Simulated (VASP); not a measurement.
# TaN (P-62m) in VASP: single point with PBE

Aim: the single point of TaN with PBE.

All numbers are computed with VASP 6.6.1; they aren't measurements. Logs are shortened: lines on timing, memory, paths and dates and some standing lists are left out, and cuts for length are marked.

### Step 1. The cell of the first run

It takes space group P-62m (No. 189, hexagonal). The conventional cell has a = 5.090 Å, b = 5.090 Å, c = 2.852 Å, α = 90.00°, β = 90.00°, γ = 120.00°. Ta (site symmetry -6) has 6 N at 2.12 Å and 5 Ta at 2.85 to 2.94 Å within 3.0 Å. Within 2.7 Å of Ta (site symmetry -62m) lie 3 N at 2.01 Å. Within 2.9 Å of N (site symmetry m2m) lie 5 Ta at 2.01 to 2.12 Å and 6 N at 2.71 to 2.85 Å.

### Step 2. Single point, PBE, collinear spin (10.66 Å³/atom)

INCAR reads:

```
SYSTEM = TaN
PREC = Accurate
ENCUT = 520
EDIFF = 1E-6
ISMEAR = -1
SIGMA = 0.05
LREAL = .False.
LASPH = .True.
NELM = 150
ALGO = Normal
ISIF = 2
LWAVE = .False.
LCHARG = .True.
ISPIN = 2
MAGMOM = 2 2 2 0 0 0
LORBIT = 11
LMAXMIX = 4
GGA = PE
LELF = .True.
LVHAR = .True.
NBANDS = 37
```

KPOINTS reads:

```
Automatic mesh
0
Gamma
  10 10 16
  0 0 0
```

POSCAR reads:

```
TaN
1.0
    5.0899302701      0.0000000000      0.0000000000
   -2.5449651350      4.4080089174      0.0000000000
    0.0000000000      0.0000000000      2.8515751625
Ta N
3 3
Direct
    0.3333333333      0.6666666667      0.5000000000
    0.6666666667      0.3333333333      0.5000000000
    0.0000000000      0.0000000000      0.0000000000
    0.3955890198      0.0000000000      0.0000000000
    0.6044109802      0.6044109802      0.0000000000
    0.0000000000      0.3955890198      0.0000000000
```

Potentials or basis: VASP PAW PBE potentials, release 64 (Ta_pv, N).

On the command line:

```sh
$ cat potpaw_PBE.64/Ta_pv/POTCAR potpaw_PBE.64/N/POTCAR > POTCAR
$ mpirun -np 1 vasp_std > vasp.out
```

OUTCAR:

```text
SYSTEM = TaN
   PREC = Accurate
   ENCUT = 520
   EDIFF = 1E-6
   ISMEAR = -1
   LREAL = .False.
   LASPH = .True.
   NELM = 150
   ISIF = 2
   ISPIN = 2
   LORBIT = 11
   GGA = PE

 ion  position               nearest neighbor table
   1  0.333  0.667  0.500-   4 2.12   4 2.12   6 2.12   6 2.12   5 2.12   5 2.12   2 2.94   2 2.94
                             2 2.94   3 3.27   3 3.27   3 3.27   3 3.27   3 3.27   3 3.27
   2  0.667  0.333  0.500-   6 2.12   6 2.12   4 2.12   4 2.12   5 2.12   5 2.12   1 2.94   1 2.94
                             1 2.94   3 3.27   3 3.27   3 3.27   3 3.27   3 3.27   3 3.27
   3  0.000  0.000  0.000-   6 2.01   4 2.01   5 2.01   2 3.27   1 3.27   1 3.27   2 3.27   1 3.27
                             1 3.27   2 3.27   2 3.27   2 3.27   2 3.27   1 3.27   1 3.27
   4  0.396  0.000  0.000-   3 2.01   1 2.12   1 2.12   2 2.12   2 2.12
   5  0.604  0.604  0.000-   3 2.01   2 2.12   2 2.12   1 2.12   1 2.12
   6  0.000  0.396  0.000-   3 2.01   2 2.12   2 2.12   1 2.12   1 2.12

  LATTYP: Found a hexagonal cell.
 ALAT       =     5.0899302701
 C/A-ratio  =     0.5602385516

  Lattice vectors:

 A1 = (   5.0899302701,   0.0000000000,   0.0000000000)
 A2 = (  -2.5449651350,   4.4080089174,   0.0000000000)
 A3 = (   0.0000000000,   0.0000000000,   2.8515751625)

Analysis of symmetry for initial positions (statically):
=====================================================================
 Subroutine PRICEL returns:
 Original cell was already a primitive cell.

 Routine SETGRP: Setting up the symmetry group for a
 hexagonal supercell.

 Subroutine GETGRP returns: Found 12 space group operations
 (whereof 12 operations were pure point group operations)
 out of a pool of 24 trial point group operations.

The static configuration has the point symmetry D_3h.

Analysis of symmetry for dynamics (positions and initial velocities):
=====================================================================
 Subroutine PRICEL returns:
 Original cell was already a primitive cell.

 Routine SETGRP: Setting up the symmetry group for a
 hexagonal supercell.

 Subroutine GETGRP returns: Found 12 space group operations
 (whereof 12 operations were pure point group operations)
 out of a pool of 24 trial point group operations.

The dynamic configuration has the point symmetry D_3h.

Analysis of structural, dynamic, and magnetic symmetry:
=====================================================================
 Subroutine PRICEL returns:
 Original cell was already a primitive cell.

 Routine SETGRP: Setting up the symmetry group for a
 hexagonal supercell.

 Subroutine GETGRP returns: Found 12 space group operations
 (whereof 12 operations were pure point group operations)
[... 154 lines left out ...]
  ext. energy  EPLUGINS =         0.00000000
  ---------------------------------------------------
  free energy    TOTEN  =       -67.05314489 eV

  energy without entropy =      -67.05030584  energy(sigma->0) =      -67.05172537

 E-fermi :   9.0308     XC(G=0): -13.3431

 val. band max:        8.9772620155   @ k =   0.2000  -0.0000   0.1250
 cond. band min:       9.0377049276   @ k =   0.1000   0.1000   0.0625
 fundamental gap:      0.0604429121
 Fermi energy:         9.0308305801

 spin component 1

 k-point     1 :       0.0000    0.0000    0.0000
  band No.  band energies     occupation
      1     -27.2324      1.00000
      2     -27.2324      1.00000
      3     -26.8158      1.00000
      4     -26.8158      1.00000
      5     -26.5755      1.00000
      6     -26.4360      1.00000
[... 925 lines left out ...]
     35      14.2080      0.00000
     36      15.1826      0.00000

 [... further k-points ...]

 spin component 2

 k-point     1 :       0.0000    0.0000    0.0000
  band No.  band energies     occupation
      1     -27.2325      1.00000
      2     -27.2325      1.00000
      3     -26.8160      1.00000
      4     -26.8160      1.00000
      5     -26.5756      1.00000
      6     -26.4362      1.00000
[... 925 lines left out ...]
     35      14.2080      0.00000
     36      15.1826      0.00000

 [... further k-points ...]

 [bands above 36 left out]

------------------------ aborting loop because EDIFF is reached ----------------------------------------

  FORCE on cell =-STRESS in cart. coord.  units (eV):
  Direction    XX          YY          ZZ          XY          YZ          ZX
  --------------------------------------------------------------------------------------
  -------------------------------------------------------------------------------------
  Total       11.3614010     11.3614010     12.0354807      0.0000000      0.0000000     -0.0000000
  in kB      284.5138098    284.5138098    301.3942081      0.0000000      0.0000000     -0.0000000
  external PRESSURE =     290.1406093 kB  Pullay stress =       0.0000000 kB

 VOLUME and BASIS-vectors are now :
 -----------------------------------------------------------------------------
  energy-cutoff  :      520.00
  volume of cell :       63.98
      direct lattice vectors                 reciprocal lattice vectors
     5.089930270  0.000000000  0.000000000     0.196466346  0.113429898  0.000000000
    -2.544965135  4.408008917  0.000000000     0.000000000  0.226859795  0.000000000
     0.000000000  0.000000000  2.851575163     0.000000000  0.000000000  0.350683374

 POSITION                                       TOTAL-FORCE (eV/Angst)
 -----------------------------------------------------------------------------------
     -0.00000      2.93867      1.42579        -0.000000     -0.000000      0.000000
      2.54497      1.46934      1.42579        -0.000000     -0.000000      0.000000
      0.00000      0.00000      0.00000        -0.000000     -0.000000      0.000000
      2.01352      0.00000      0.00000         0.011247     -0.000000      0.000000
      1.53820      2.66425      0.00000        -0.005624     -0.009740     -0.000000
     -1.00676      1.74376      0.00000        -0.005624      0.009740      0.000000
 -----------------------------------------------------------------------------------
    total drift:                               -0.000001     -0.000001      0.000000

  FREE ENERGIE OF THE ION-ELECTRON SYSTEM (eV)
  ---------------------------------------------------
  free  energy   TOTEN  =       -67.0531448914 eV

  energy  without entropy=      -67.0503058409  energy(sigma->0) =      -67.05172537

 total charge

# of ion       s       p       d       tot
------------------------------------------
    1        0.314   6.307   2.489   9.110
    2        0.314   6.307   2.489   9.110
    3        0.347   6.249   2.498   9.093
    4        1.245   2.616   0.000   3.861
    5        1.245   2.616   0.000   3.861
    6        1.245   2.616   0.000   3.861
--------------------------------------------------
tot          4.711  26.711   7.476  38.897

 magnetization (x)

# of ion       s       p       d       tot
------------------------------------------
    1        0.000  -0.000   0.000  -0.000
    2        0.000  -0.000   0.000  -0.000
    3       -0.000  -0.000  -0.000  -0.000
    4       -0.000   0.000   0.000   0.000
    5       -0.000   0.000   0.000   0.000
    6       -0.000   0.000   0.000   0.000
--------------------------------------------------
tot         -0.000  -0.000  -0.000  -0.000
```

OSZICAR:

```text
N       E                     dE             d eps       ncg     rms          rms(c)
DAV:   1     0.457862314217E+03    0.45786E+03   -0.25701E+04 18656   0.138E+03
DAV:   2    -0.444296930765E+02   -0.50229E+03   -0.47495E+03 21151   0.424E+02
DAV:   3    -0.750017062655E+02   -0.30572E+02   -0.30037E+02 22187   0.102E+02
DAV:   4    -0.754397793231E+02   -0.43807E+00   -0.43604E+00 22721   0.126E+01
DAV:   5    -0.754444534974E+02   -0.46742E-02   -0.46729E-02 22072   0.120E+00    0.513E+01
DAV:   6    -0.671570845223E+02    0.82874E+01   -0.29684E+01 22121   0.338E+01    0.204E+01
DAV:   7    -0.671377280179E+02    0.19357E-01   -0.19059E+00 20306   0.843E+00    0.136E+01
DAV:   8    -0.670902852468E+02    0.47443E-01   -0.24730E-01 21234   0.297E+00    0.533E+00
DAV:   9    -0.670541962165E+02    0.36089E-01   -0.19851E-02 21519   0.104E+00    0.831E-01
DAV:  10    -0.670532387164E+02    0.95750E-03   -0.78770E-03 21846   0.545E-01    0.219E-01
DAV:  11    -0.670532275393E+02    0.11177E-04   -0.96991E-04 21678   0.211E-01    0.143E-01
DAV:  12    -0.670532441663E+02   -0.16627E-04   -0.11199E-04 21856   0.839E-02    0.326E-02
DAV:  13    -0.670531488682E+02    0.95298E-04   -0.16527E-05 20746   0.337E-02    0.157E-02
DAV:  14    -0.670531457057E+02    0.31625E-05   -0.17165E-06 15069   0.952E-03    0.534E-03
DAV:  15    -0.670531448914E+02    0.81425E-06   -0.32678E-07 10194   0.436E-03
   1 F= -.67053145E+02 E0= -.67051725E+02  d E =-.283905E-02  mag=    -0.0000
```

stdout:

```text
POSCAR found type information on POSCAR TaN
 POSCAR found :  2 types and       6 ions
 scaLAPACK will be used
 LDA part: xc-table for (Slater+PW92), standard interpolation
 POSCAR, INCAR and KPOINTS ok, starting setup
 FFT: planning ... GRIDC
 FFT: planning ... GRID_SOFT
 FFT: planning ... GRID
 WAVECAR not read
 entering main loop
```

It took 5.6 min on 1 thread of Intel Xeon 6975P-C (Granite Rapids), shared host; peak memory 0.51 GiB.

What came out:

```
Free energy                                           : -67.0531 eV
Pressure                                              : 29.0 GPa
Largest force                                         : 0.011 eV/Å
Band gap on the k mesh                                : zero (filled and empty bands overlap)
Net moment                                            : 0.00 μB per cell
Valence electrons inside the program's atomic spheres : Ta 9.11, 9.09 (each value once); N 3.86
```

Forces in eV/Å, atoms in the order of the input:
```
Ta   0.000  0.000  0.000
Ta   0.000  0.000  0.000
Ta   0.000  0.000  0.000
N    0.011  0.000  0.000
N   -0.006 -0.010  0.000
N   -0.006  0.010  0.000
```

Stress tensor (GPa, compression positive):
```
28.45  0.00  0.00
 0.00 28.45  0.00
 0.00  0.00 30.14
```

Levels at points of the mesh, in eV from the Fermi level:
Spin up:
```csv
k point,band 20,band 21,band 22,band 23,band 24,band 25,band 26,band 27,band 28,band 29
"(0.00, 0.00, 0.00)",-5.23,-4.47,-3.45,-2.01,-1.01,-1.01,0.61,0.61,2.05,2.11
"(0.50, 0.00, 0.00)",-4.86,-4.11,-4.10,-2.96,-2.77,1.37,1.96,2.03,2.59,2.63
"(0.00, 0.00, 0.50)",-4.69,-4.43,-3.12,-3.12,2.09,2.09,2.10,2.35,2.35,3.58
"(0.50, 0.00, 0.50)",-4.88,-4.21,-3.51,-2.07,-1.09,0.55,1.52,3.55,3.57,3.67
```
Spin down:
```tsv
k point	band 21	band 22	band 23	band 24	band 25	band 26	band 27	band 28
(0.00, 0.00, 0.00)	-4.47	-3.45	-2.01	-1.01	-1.01	0.61	0.61	2.05
(0.50, 0.00, 0.00)	-4.11	-4.10	-2.96	-2.77	1.37	1.96	2.03	2.59
(0.00, 0.00, 0.50)	-4.43	-3.12	-3.12	2.09	2.09	2.10	2.35	2.35
(0.50, 0.00, 0.50)	-4.21	-3.51	-2.07	-1.09	0.55	1.52	3.55	3.57
```

Caveat: the cell stands under pressure; spin-orbit coupling is left out, which moves the levels of the heavy elements.

The gap in the log of VASP goes by the Fermi energy; the results here count the filled bands.